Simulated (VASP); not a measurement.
# Ge (P6_122) in VASP: further runs, part 2 of 2

VASP 6.6.1. The steps go on from the part before.

### 4 Single point, PBE

This run uses another cell than the first one, of 23.55 Å³/atom.

Contents of INCAR:

```
SYSTEM = Ge
  PREC = Accurate
  ENCUT = 520
  EDIFF = 1E-7
  ISMEAR = 0
  SIGMA = 0.1
  LREAL = .False.
  LASPH = .True.
  NELM = 80
  ALGO = Normal
  ISIF = 2
  LWAVE = .False.
  LCHARG = .False.
  GGA = PE
  NBANDS = 51
```

Contents of KPOINTS:

```
regular mesh
0
Gamma
  6 6 10
  0 0 0
```

Contents of POSCAR:

```
Ge
1.0
    6.4124018092      0.0000000000      0.0000000000
   -3.2062009046      5.5533028660      0.0000000000
    0.0000000000      0.0000000000      3.9676319446
Ge
6
Direct
    0.6191010744      0.6191010744      0.1666666667
    0.3808989256      0.0000000000      0.5000000000
    0.0000000000      0.3808989256      0.8333333333
    0.0000000000      0.6191010744      0.3333333333
    0.3808989256      0.3808989256      0.6666666667
    0.6191010744      0.0000000000      0.0000000000
```

Potentials or basis: VASP PAW PBE potentials, release 64 (Ge_d).

The run is started by

```sh
$ cat potpaw_PBE.64/Ge_d/POTCAR > POTCAR
$ mpirun -np 1 vasp_std > vasp.out
```

OUTCAR:

```text
SYSTEM = Ge
   PREC = Accurate
   ENCUT = 520
   EDIFF = 1E-7
   ISMEAR = 0
   LREAL = .False.
   LASPH = .True.
   NELM = 80
   ISIF = 2
   GGA = PE

 ion  position               nearest neighbor table
   1  0.619  0.619  0.167-   5 2.50   5 2.50   4 2.53   6 2.53
   2  0.381  0.000  0.500-   6 2.50   6 2.50   4 2.53   5 2.53
   3  0.000  0.381  0.833-   4 2.50   4 2.50   5 2.53   6 2.53
   4  0.000  0.619  0.333-   3 2.50   3 2.50   1 2.53   2 2.53
   5  0.381  0.381  0.667-   1 2.50   1 2.50   3 2.53   2 2.53
   6  0.619  0.000  0.000-   2 2.50   2 2.50   3 2.53   1 2.53

  LATTYP: Found a hexagonal cell.
 ALAT       =     6.4124018092
 C/A-ratio  =     0.6187435009

  Lattice vectors:

 A1 = (   6.4124018092,   0.0000000000,   0.0000000000)
 A2 = (  -3.2062009046,   5.5533028660,   0.0000000000)
 A3 = (   0.0000000000,   0.0000000000,   3.9676319446)

Analysis of symmetry for initial positions (statically):
=====================================================================
 Subroutine PRICEL returns:
 Original cell was already a primitive cell.

 Routine SETGRP: Setting up the symmetry group for a
 hexagonal supercell.

 Subroutine GETGRP returns: Found 12 space group operations
 (whereof  2 operations were pure point group operations)
 out of a pool of 24 trial point group operations.

The static configuration has the point symmetry C_2 .
 The point group associated with its full space group is D_6 .

Analysis of symmetry for dynamics (positions and initial velocities):
=====================================================================
 Subroutine PRICEL returns:
 Original cell was already a primitive cell.

 Routine SETGRP: Setting up the symmetry group for a
 hexagonal supercell.

 Subroutine GETGRP returns: Found 12 space group operations
 (whereof  2 operations were pure point group operations)
 out of a pool of 24 trial point group operations.

The dynamic configuration has the point symmetry C_2 .
 The point group associated with its full space group is D_6 .

 Subroutine INISYM returns: Found 12 space group operations
 (whereof  2 operations are pure point group operations),
 and found     1 'primitive' translations

----------------------------------------------------------------------------------------

                                     Primitive cell

  volume of cell :     141.2874

  direct lattice vectors                    reciprocal lattice vectors
     6.412401809  0.000000000  0.000000000     0.155947807  0.090036508  0.000000000
    -3.206200905  5.553302866  0.000000000     0.000000000  0.180073017  0.000000000
     0.000000000  0.000000000  3.967631945     0.000000000  0.000000000  0.252039507

  length of vectors
     6.412401809  6.412401809  3.967631945     0.180073017  0.180073017  0.252039507

  position of ions in fractional coordinates (direct lattice)
     0.619101074  0.619101074  0.166666667
     0.380898926  0.000000000  0.500000000
     0.000000000  0.380898926  0.833333333
     0.000000000  0.619101074  0.333333333
     0.380898926  0.380898926  0.666666667
     0.619101074  0.000000000  0.000000000

  ion indices of the primitive-cell ions
   primitive index   ion index
                 1           1
[... 34 lines left out ...]
  0.000000  0.000000  0.000000      1.000000
  0.166667 -0.000000  0.000000      6.000000
  0.333333 -0.000000  0.000000      6.000000
  0.500000 -0.000000  0.000000      3.000000
  0.166667  0.166667  0.000000      6.000000
  0.333333  0.166667  0.000000     12.000000
[... 16 lines left out ...]
  0.166667 -0.000000  0.300000     12.000000
  0.333333 -0.000000  0.300000     12.000000
 [... further k-points ...]
   k-points           NKPTS =     42   k-points in BZ     NKDIM =     42   number of bands    NBANDS=     51
   number of dos      NEDOS =    301   number of ions     NIONS =      6
   total plane-waves  NPLWV =  69120
   dimension x,y,z NGX =    48 NGY =   48 NGZ =   30
   dimension x,y,z NGXF=    96 NGYF=   96 NGZF=   60
   ions per type =               6
   NGX,Y,Z   is equivalent  to a cutoff of  12.44, 12.44, 12.57 a.u.
   NGXF,Y,Z  is equivalent  to a cutoff of  24.89, 24.89, 25.14 a.u.
 SYSTEM =  Ge
   PREC   = accura    normal or accurate (medium, high low for compatibility)
   ISTART =      0    job   : 0-new  1-cont  2-samecut
   ICHARG =      2    charge: 1-file 2-atom 10-const
   ISPIN  =      1    spin polarized calculation?
   LNONCOLLINEAR =      F non collinear calculations
   LSORBIT =      F    spin-orbit coupling
   LASPH  =      T    aspherical Exc in radial PAW
   ENCUT  =  520.0 eV  38.22 Ry    6.18 a.u.  11.92 11.92  7.38*2*pi/ulx,y,z
   NELM   =     80;   NELMIN=  2; NELMDL= -5     # of ELM steps
   EDIFF  = 0.1E-06   stopping-criterion for ELM
   LREAL  =      F    real-space projection
   EDIFFG = 0.1E-05   stopping-criterion for IOM
   NSW    =      0    number of steps for IOM
   IBRION =     -1    ionic relax: 0-MD 1-quasi-New 2-CG
   NFREE  =      0    steps in history (QN), initial steepest desc. (CG)
   ISIF   =      2    stress and relaxation
   ISYM   =      2    0-nonsym 1-usesym 2-fastsym
   POTIM  = 0.5000    time-step for ionic-motion
   TEBEG  =    0.0;   TEEND  =   0.0 temperature during run
   PSTRESS=    0.0 pullay stress
   NELECT =      84.0000    total number of electrons
   NUPDOWN=      -1.0000    fix difference up-down
   EMIN   =  10.00;   EMAX   =-10.00  energy-range for DOS
   EFERMI =   0.00;   METHOD = LEGACY
   ISMEAR =     0;   SIGMA  =   0.10  broadening in eV -4-tet -1-fermi 0-gaus
   EFERMI_NEDOS =   21; number of points for ismear=-14 and -15
   IALGO  =     38    algorithm
   IMIX   =      4    mixing-type and parameters
     AMIX     =   0.40;   BMIX     =  1.00
     AMIX_MAG =   1.60;   BMIX_MAG =  1.00
  volume/ion in A,a.u.               =      23.55       158.91
  Fermi-wavevector in a.u.,A,eV,Ry     =   1.376576  2.601351 25.782506  1.894961
  Thomas-Fermi vector in A             =   2.501808
   LORBIT       =      0    0 simple, 1 ext, 2 COOP (PROOUT), +10 PAW based schemes
   GGA     = PE    functional components
   LHFCALC =     F    Hartree Fock is set to
   AEXX    =    0.0000 exact exchange contribution
   IVDW    =     0    specifies the selected vdW correction
   LEPSILON=     F    determine dielectric tensor
   LRPA    =     F    only Hartree local field effects (RPA)
 non-spin polarized calculation
 Gauss-broadening in eV      SIGMA  =   0.10
  energy-cutoff  :      520.00
  volume of cell :      141.29
 maximum number of plane-waves:      3834
 NGX is ok and might be reduce to    48
   NGX = 23   NGY = 23   NGZ = 15

 number of electron      83.9999995 magnetization

 Free energy of the ion-electron system (eV)
  ---------------------------------------------------
  ext. energy  EPLUGINS =         0.00000000
  ---------------------------------------------------
  free energy    TOTEN  =       -26.33830999 eV

  energy without entropy =      -26.33765552  energy(sigma->0) =      -26.33798275

 E-fermi :   4.5487     XC(G=0):  -9.7836

 val. band max:        4.5124931898   @ k =   0.0000   0.0000   0.0000
 cond. band min:       4.7004772713   @ k =   0.5000  -0.0000   0.4000
 fundamental gap:      0.1879840815
 Fermi energy:         4.5487158352

 k-point     1 :       0.0000    0.0000    0.0000
  band No.  band energies     occupation
      1     -20.2392      2.00000
      2     -20.2297      2.00000
      3     -20.2056      2.00000
      4     -20.2056      2.00000
      5     -20.1531      2.00000
      6     -20.1509      2.00000
[... 1285 lines left out ...]
     50       9.8087      0.00000
     51      10.2838      0.00000

 [... further k-points ...]

------------------------ aborting loop because EDIFF is reached ----------------------------------------

  FORCE on cell =-STRESS in cart. coord.  units (eV):
  Direction    XX          YY          ZZ          XY          YZ          ZX
  --------------------------------------------------------------------------------------
  -------------------------------------------------------------------------------------
  Total       -0.0276901     -0.0276901     -0.0401817      0.0000000      0.0000000      0.0000000
  in kB       -0.3140019     -0.3140019     -0.4556540      0.0000000      0.0000000      0.0000000
  external PRESSURE =      -0.3612193 kB  Pullay stress =       0.0000000 kB

 VOLUME and BASIS-vectors are now :
 -----------------------------------------------------------------------------
  energy-cutoff  :      520.00
  volume of cell :      141.29
      direct lattice vectors                 reciprocal lattice vectors
     6.412401809  0.000000000  0.000000000     0.155947807  0.090036508  0.000000000
    -3.206200905  5.553302866  0.000000000     0.000000000  0.180073017  0.000000000
     0.000000000  0.000000000  3.967631945     0.000000000  0.000000000  0.252039507

 POSITION                                       TOTAL-FORCE (eV/Angst)
 -----------------------------------------------------------------------------------
      1.98496      3.43806      0.66127        -0.000350     -0.000607      0.000000
      2.44248      0.00000      1.98382         0.000701      0.000000     -0.000000
     -1.22124      2.11525      3.30636        -0.000350      0.000607      0.000000
     -1.98496      3.43806      1.32254         0.000350     -0.000607     -0.000000
      1.22124      2.11525      2.64509         0.000350      0.000607     -0.000000
      3.96992      0.00000      0.00000        -0.000701      0.000000      0.000000
 -----------------------------------------------------------------------------------
    total drift:                               -0.000000      0.000000      0.000000

  FREE ENERGIE OF THE ION-ELECTRON SYSTEM (eV)
  ---------------------------------------------------
  free  energy   TOTEN  =       -26.3383099896 eV

  energy  without entropy=      -26.3376555184  energy(sigma->0) =      -26.33798275
```

stdout:

```text
POSCAR found type information on POSCAR Ge
 POSCAR found :  1 types and       6 ions
 scaLAPACK will be used
 LDA part: xc-table for (Slater+PW92), standard interpolation
 POSCAR, INCAR and KPOINTS ok, starting setup
 FFT: planning ... GRIDC
 FFT: planning ... GRID_SOFT
 FFT: planning ... GRID
 WAVECAR not read
 entering main loop
```

It took 2.2 min on 1 thread of Intel Xeon 6975P-C (Granite Rapids), shared host; peak memory 0.36 GiB.

Results:

```
Free energy            : -26.3383 eV
Pressure               : 0.0 GPa
Band gap on the k mesh : zero (filled and empty bands touch)
```

Caveat: semilocal functionals underestimate gaps, and a narrow one can read as zero.

### 5 Relaxation of cell and atoms, PBE

Contents of INCAR:

```
SYSTEM = Ge
PREC = Accurate
ENCUT = 600
EDIFF = 1E-6
ISMEAR = 0
SIGMA = 0.1
LREAL = .False.
LASPH = .True.
NELM = 100
ALGO = Normal
ISIF = 3
LWAVE = .False.
LCHARG = .False.
GGA = PE
IBRION = 2
NSW = 90
EDIFFG = -0.04
```

Contents of KPOINTS:

```
regular mesh
0
Gamma
  3 3 6
  0 0 0
```

Contents of POSCAR:

```
Ge
1.0
    6.2055147800      0.0000000000      0.0000000000
   -3.1027573900      5.3741334400      0.0000000000
    0.0000000000      0.0000000000      3.6596619900
Ge
6
Direct
    0.6226509800      0.6226509800      0.1666666700
    0.3773490200      0.0000000000      0.5000000000
    0.0000000000      0.3773490200      0.8333333300
    0.0000000000      0.6226509800      0.3333333300
    0.3773490200      0.3773490200      0.6666666700
    0.6226509800      0.0000000000      0.0000000000
```

The run is started by

```sh
$ cat potpaw_PBE.64/Ge_d/POTCAR > POTCAR
$ mpirun -np 1 vasp_std > vasp.out
```

Run time: 3.8 min. Hardware: 1 thread of Intel Xeon 6975P-C (Granite Rapids), shared host; peak memory 0.29 GiB.

It converged, with:

| Quantity | Value |
| --- | --- |
| Free energy | -26.3427 eV |
| Relaxed volume | 23.55 Å³/atom |
| Relaxed cell | a = 6.411 Å, b = 6.411 Å, c = 3.971 Å, α = 90.00°, β = 90.00°, γ = 120.00° |
| Space group after relaxing (to 0.1 Å) | P6_122 (No. 178) |
| Energy gained by relaxing | 116.5 meV/atom |
| Ionic steps | 7 |
| Pressure after relaxing | 0.0 GPa |
| Band gap on the k mesh | zero (filled and empty bands touch) |

Forces in eV/Å, atoms in the order of the input:
```
Ge   0.001  0.002  0.000
Ge  -0.002  0.000  0.000
Ge   0.001 -0.002  0.000
Ge  -0.001  0.002  0.000
Ge  -0.001 -0.002  0.000
Ge   0.002  0.000  0.000
```

Stress tensor (GPa, compression positive):
```
0.01 0.00 0.00
0.00 0.01 0.00
0.00 0.00 0.09
```

The path:
| step | energy change (eV) | largest force (eV/Å) | pressure (GPa) | volume (Å³) |
| --- | --- | --- | --- | --- |
| 1 | 0.0000 | 0.2888 | 11.53 | 122.05 |
| 2 | -0.5525 | 0.5362 | -3.16 | 149.69 |
| 3 | -0.6550 | 0.3974 | 0.10 | 140.65 |
| 4 | -0.6869 | 0.1622 | -0.29 | 141.52 |
| 5 | -0.6949 | 0.0308 | -0.35 | 142.09 |
| 6 | -0.6955 | 0.0119 | -0.32 | 142.29 |
| 7 | -0.6988 | 0.0024 | 0.04 | 141.33 |

Final structure:
```
CELL_PARAMETERS angstrom
6.41067 0.00000 0.00000
-3.20534 5.55181 0.00000
0.00000 0.00000 3.97091
ATOMIC_POSITIONS crystal
Ge 0.61881 0.61881 0.16667
Ge 0.38119 0.00000 0.50000
Ge 0.00000 0.38119 0.83333
Ge 0.00000 0.61881 0.33333
Ge 0.38119 0.38119 0.66667
Ge 0.61881 0.00000 0.00000
```

Levels at points of the mesh, in eV from the Fermi level:
| k point | band 38 | band 39 | band 40 | band 41 | band 42 | band 43 | band 44 | band 45 | band 46 | band 47 |
| --- | --- | --- | --- | --- | --- | --- | --- | --- | --- | --- |
| (0.00, 0.00, 0.00) | -1.74 | -1.74 | -0.82 | -0.10 | -0.01 | -0.01 | 1.92 | 1.92 | 3.05 | 3.74 |
| (0.00, 0.00, 0.50) | -3.60 | -3.30 | -3.30 | -2.85 | -2.85 | 1.01 | 1.01 | 3.31 | 3.31 | 4.36 |

Caveat: the k points lie up to 0.38 Å⁻¹ apart in the final cell; the volume moved by over 15 % at a fixed basis, so the end points are rough; semilocal functionals underestimate gaps, and a narrow one can read as zero.

### 6 Overview

```csv
task,cell,k mesh,cutoff (eV),gap on the mesh (eV),pressure (GPa),largest force (eV/Å)
single point,"a = 6.206, b = 6.206, c = 3.660 Å, angles 90.0, 90.0, 120.0°, 6 atoms, atomic positions A",3 × 3 × 6,520,none,11.4,0.29
single point,"a = 6.407, b = 6.407, c = 3.970 Å, angles 90.0, 90.0, 120.0°, 6 atoms, atomic positions B",3 × 3 × 6,520,none,0.2,0.01
single point,"a = 6.412, b = 6.412, c = 3.968 Å, angles 90.0, 90.0, 120.0°, 6 atoms, atomic positions C",6 × 6 × 10,520,none,0.0,-
relaxation of cell and atoms,"relaxed from a = 6.206, b = 6.206, c = 3.660 Å, angles 90.0, 90.0, 120.0°, 6 atoms, atomic positions A",3 × 3 × 6,600,none,0.0,-
```

Alike in all rows: level PBE; potentials or basis VASP PAW PBE potentials, release 64 (Ge_d); no spin polarisation; smearing gaussian 0.1 eV.

Caveats: some runs use coarse meshes; semilocal functionals underestimate gaps, and a narrow one can read as zero; the volume moved by over 15 % at a fixed basis, so the end points are rough (at least some runs).

Total energies depend on the potentials used, so only differences within one code and one set of settings carry meaning.

The gap in the log of VASP goes by the Fermi energy; the results here count the filled bands.